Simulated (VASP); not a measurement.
# CsPbBr3 (P1) in VASP: a series of runs

CsPbBr3 is run at these levels: r2SCAN; tasks: single point.

Everything below comes from runs of VASP 6.6.1. Logs are shortened: lines on timing, memory, paths and dates and some standing lists are left out, and cuts for length are marked.

### 1 The cell of the first run

The typed cell holds 20 atoms: a = 8.299 Å, b = 8.229 Å, c = 12.235 Å, α = 89.29°, β = 89.98°, γ = 89.74°.

### 2 Single point, r2SCAN

The input, POSCAR:

```
CsPbBr3
1.0
    8.2994540000      0.0190830000      0.0016400000
    0.0190830000      8.2291840000      0.0515340000
    0.0024180000      0.0759720000     12.2344940000
Cs Pb Br
4 4 12
Direct
    0.0164149915      0.4961153181      0.2469661821
    0.4940086298      0.0045400677      0.2528797560
    0.5027664013      0.0045465711      0.7554248799
    0.0106885338      0.5061407904      0.7577836085
    0.0074167420      0.0019321743      0.0033992631
   -0.0002258880     -0.0012327601      0.4955631103
    0.4923330483      0.4976108466      0.4998366664
    0.4970746665      0.5054342003      0.0026758566
    0.0092076906     -0.0056614403      0.2436861431
   -0.0124773282     -0.0035261603      0.7536398465
    0.1747368270      0.6798055769      0.0029000244
    0.3208049265      0.8125914903      0.4911439566
    0.3117669453      0.1980590689      0.0103463148
    0.1536873773      0.3232058064      0.5008046810
    0.5000618440      0.5059630609      0.7462511811
    0.4941143120      0.4833277430      0.2471685254
    0.6754426737      0.1894942953      0.4873782990
    0.8150729499      0.3123658673     -0.0088221207
    0.8108557544      0.6685587798      0.4887751540
    0.7029248669      0.8117786881      0.0067115976
```

The input, INCAR.step1:

```
SYSTEM = CsPbBr3
ALGO = Normal ; EDIFF = 1E-4
ENCUT = 520 ; GGA = PE
ISMEAR = -1 ; LASPH = .True.
LCHARG = .False. ; LREAL = Auto
LWAVE = .True. ; NBANDS = 104
NELM = 80 ; PREC = Accurate
SIGMA = 0.05
```

The input, INCAR.step2:

```
SYSTEM = CsPbBr3
ALGO = Normal ; EDIFF = 1E-7
ENCUT = 520 ; ISIF = 2
ISMEAR = -1 ; ISTART = 1
LASPH = .True. ; LCHARG = .True.
LELF = .True. ; LMIXTAU = .True.
LREAL = Auto ; LVHAR = .True.
LWAVE = .False. ; METAGGA = R2SCAN
NBANDS = 104 ; NELM = 80
PREC = Accurate ; SIGMA = 0.05
```

The input, KPOINTS:

```
k-points
0
Gamma
  1 1 1
  0 0 0
```

Potentials or basis: VASP PAW PBE potentials, release 64 (Cs_sv, Pb_d, Br).

Command:

```bash
> cat potpaw_PBE.64/Cs_sv/POTCAR potpaw_PBE.64/Pb_d/POTCAR potpaw_PBE.64/Br/POTCAR > POTCAR
> cp INCAR.step1 INCAR
> mpirun -np 1 vasp_gam > vasp.out
> cp INCAR.step2 INCAR
> mpirun -np 1 vasp_gam > vasp.out
```

OUTCAR:

```text
SYSTEM = CsPbBr3
   EDIFF = 1E-7
   ENCUT = 520
   ISIF = 2
   ISMEAR = -1
   ISTART = 1
   LASPH = .True.
   LREAL = Auto
   METAGGA = R2SCAN
   NELM = 80
   PREC = Accurate

 ion  position               nearest neighbor table
   1  0.016  0.496  0.247-
   2  0.494  0.005  0.253-
   3  0.503  0.005  0.755-
   4  0.011  0.506  0.758-
   5  0.007  0.002  0.003-   9 2.94  20 2.98  11 2.99  13 3.01  18 3.01  10 3.06
   6  1.000  0.999  0.496-  14 2.97  12 3.07   9 3.08  17 3.11  19 3.15  10 3.16
   7  0.492  0.498  0.500-  12 2.95  17 2.96  19 3.00  15 3.02  16 3.10  14 3.16
   8  0.497  0.505  0.003-  13 2.97  16 2.99  11 3.03  20 3.05  18 3.08  15 3.14
   9  0.009  0.994  0.244-   5 2.94   6 3.08
  10  0.988  0.996  0.754-   5 3.06   6 3.16
  11  0.175  0.680  0.003-   5 2.99   8 3.03
  12  0.321  0.813  0.491-   7 2.95   6 3.07
  13  0.312  0.198  0.010-   8 2.97   5 3.01
  14  0.154  0.323  0.501-   6 2.97   7 3.16
  15  0.500  0.506  0.746-   7 3.02   8 3.14
  16  0.494  0.483  0.247-   8 2.99   7 3.10
  17  0.675  0.189  0.487-   7 2.96   6 3.11
  18  0.815  0.312  0.991-   5 3.01   8 3.08
  19  0.811  0.669  0.489-   7 3.00   6 3.15
  20  0.703  0.812  0.007-   5 2.98   8 3.05

  LATTYP: Found a triclinic cell.
 ALAT       =     8.2293674860
 B/A-ratio  =     1.4867157333
 C/A-ratio  =     1.0085193200
 COS(alpha) =     0.0004095102
 COS(beta)  =     0.0046193720
 COS(gamma) =     0.0124719419

  Lattice vectors:

 A1 = (   0.0190830000,   8.2291840000,   0.0515340000)
 A2 = (   0.0024180000,   0.0759720000,  12.2344940000)
 A3 = (   8.2994540000,   0.0190830000,   0.0016400000)

Analysis of symmetry for initial positions (statically):
=====================================================================
 Subroutine PRICEL returns:
 Original cell was already a primitive cell.

 Routine SETGRP: Setting up the symmetry group for a
 triclinic supercell.

 Subroutine GETGRP returns: Found  1 space group operations
 (whereof  1 operations were pure point group operations)
 out of a pool of  2 trial point group operations.

The static configuration has the point symmetry C_1 .

Analysis of symmetry for dynamics (positions and initial velocities):
=====================================================================
 Subroutine PRICEL returns:
 Original cell was already a primitive cell.

 Routine SETGRP: Setting up the symmetry group for a
[... 120 lines left out ...]
   EDIFFG = 0.1E-05   stopping-criterion for IOM
   NSW    =      0    number of steps for IOM
   IBRION =     -1    ionic relax: 0-MD 1-quasi-New 2-CG
   NFREE  =      0    steps in history (QN), initial steepest desc. (CG)
   ISIF   =      2    stress and relaxation
   ISYM   =      2    0-nonsym 1-usesym 2-fastsym
   POTIM  = 0.5000    time-step for ionic-motion
   TEBEG  =    0.0;   TEEND  =   0.0 temperature during run
   PSTRESS=    0.0 pullay stress
   NELECT =     176.0000    total number of electrons
   NUPDOWN=      -1.0000    fix difference up-down
   EMIN   =  10.00;   EMAX   =-10.00  energy-range for DOS
   EFERMI =   0.00;   METHOD = LEGACY
   ISMEAR =    -1;   SIGMA  =   0.05  broadening in eV -4-tet -1-fermi 0-gaus
   EFERMI_NEDOS =   21; number of points for ismear=-14 and -15
   IALGO  =     38    algorithm
   IMIX   =      4    mixing-type and parameters
     AMIX     =   0.40;   BMIX     =  1.00
     AMIX_MAG =   1.60;   BMIX_MAG =  1.00
  volume/ion in A,a.u.               =      41.78       281.93
  Fermi-wavevector in a.u.,A,eV,Ry     =   0.974065  1.840716 12.909248  0.948803
  Thomas-Fermi vector in A             =   2.104495
   LORBIT       =      0    0 simple, 1 ext, 2 COOP (PROOUT), +10 PAW based schemes
   METAGGA = R2SCAN    functional components
   LHFCALC =     F    Hartree Fock is set to
   AEXX    =    0.0000 exact exchange contribution
   IVDW    =     0    specifies the selected vdW correction
   LEPSILON=     F    determine dielectric tensor
   LRPA    =     F    only Hartree local field effects (RPA)
 non-spin polarized calculation
  energy-cutoff  :      520.00
  volume of cell :      835.55
 maximum number of plane-waves:     11273
 NGX is ok and might be reduce to    64
   NGX = 31   NGY = 31   NGZ = 45

 number of electron     175.9999993 magnetization

 Free energy of the ion-electron system (eV)
  ---------------------------------------------------
  ext. energy  EPLUGINS =         0.00000000
  ---------------------------------------------------
  free energy    TOTEN  =      -511.14821079 eV

  energy without entropy =     -511.14821079  energy(sigma->0) =     -511.14821079

 E-fermi :   1.3292     XC(G=0):  -7.8829

 val. band max:        0.1909236174   @ k =   0.0000   0.0000   0.0000
 cond. band min:       2.4898840186   @ k =   0.0000   0.0000   0.0000
 fundamental gap:      2.2989604012
 Fermi energy:         1.3292458460

 k-point     1 :       0.0000    0.0000    0.0000
  band No.  band energies     occupation
      1     -21.1999      2.00000
      2     -20.9683      2.00000
      3     -20.9594      2.00000
      4     -20.9259      2.00000
      5     -17.1365      2.00000
      6     -17.1152      2.00000
[... 92 lines left out ...]
     99       5.6626      0.00000
    100       5.8511      0.00000
 [bands above 100 left out]

------------------------ aborting loop because EDIFF is reached ----------------------------------------

  FORCE on cell =-STRESS in cart. coord.  units (eV):
  Direction    XX          YY          ZZ          XY          YZ          ZX
  --------------------------------------------------------------------------------------
  -------------------------------------------------------------------------------------
  Total        6.5507971      7.9366937      0.4769909      0.0328156     -0.5017229      0.0902479
  in kB       12.5612148     15.2186845      0.9146344      0.0629243     -0.9620583      0.1730512
  external PRESSURE =       9.5648446 kB  Pullay stress =       0.0000000 kB

 VOLUME and BASIS-vectors are now :
 -----------------------------------------------------------------------------
  energy-cutoff  :      520.00
  volume of cell :      835.55
      direct lattice vectors                 reciprocal lattice vectors
     8.299454000  0.019083000  0.001640000     0.120490500 -0.000279272 -0.000022079
     0.019083000  8.229184000  0.051534000    -0.000279272  0.121524104 -0.000754568
     0.002418000  0.075972000 12.234494000    -0.000014975 -0.000511845  0.081739296

 POSITION                                       TOTAL-FORCE (eV/Angst)
 -----------------------------------------------------------------------------------
      0.14630      4.10170      3.04710        -0.117744     -0.011710     -0.047893
      4.10070      0.06600      3.09490         0.071271     -0.021570     -0.101018
      4.17460      0.10440      9.24330         0.057317      0.011901      0.005670
      0.10020      4.22290      9.29720        -0.063136      0.012831     -0.078884
      0.06160      0.01630      0.04170        -0.137862      0.070653     -0.205485
      8.31784      8.27577      6.11607        -0.088139      0.003095      0.175343
[... 12 lines left out ...]
      6.74360      5.55430      6.01570         0.070785     -0.023929      0.012014
      5.84940      6.69420      0.12510        -0.302546      0.155266      0.071517
 -----------------------------------------------------------------------------------
    total drift:                               -0.012613      0.016035     -0.004941

  FREE ENERGIE OF THE ION-ELECTRON SYSTEM (eV)
  ---------------------------------------------------
  free  energy   TOTEN  =      -511.1482107922 eV

  energy  without entropy=     -511.1482107916  energy(sigma->0) =     -511.14821079
```

Run time: 9 min. Hardware: 1 thread of Intel Xeon Platinum 8259CL at 2.50GHz (Skylake/Cascade Lake), shared host; peak memory 0.88 GiB.

What came out:

```
Free energy   : -511.1482 eV
Pressure      : 1.0 GPa
Largest force : 0.490 eV/Å
```

Forces in eV/Å, atoms in the order of the input:
```
Cs  -0.118 -0.012 -0.048
Cs   0.071 -0.022 -0.101
Cs   0.057  0.012  0.006
Cs  -0.063  0.013 -0.079
Pb  -0.138  0.071 -0.205
Pb  -0.088  0.003  0.175
Pb   0.158 -0.037  0.115
Pb   0.138  0.061  0.027
Br   0.001  0.004  0.376
Br  -0.011 -0.045 -0.329
Br  -0.027 -0.287 -0.046
Br  -0.022  0.488  0.042
Br   0.344 -0.138 -0.033
Br  -0.084  0.009  0.053
Br  -0.031 -0.013  0.012
Br  -0.028 -0.014 -0.095
Br   0.089 -0.438  0.039
Br  -0.018  0.215  0.008
Br   0.071 -0.024  0.012
Br  -0.303  0.155  0.072
```

Caveat: the k points lie up to 0.76 Å⁻¹ apart; the PAW data sets were made with another functional, which shifts forces and pressure a little; spin-orbit coupling is left out, which moves the levels of the heavy elements.

(Continued in part 2 of 2.)
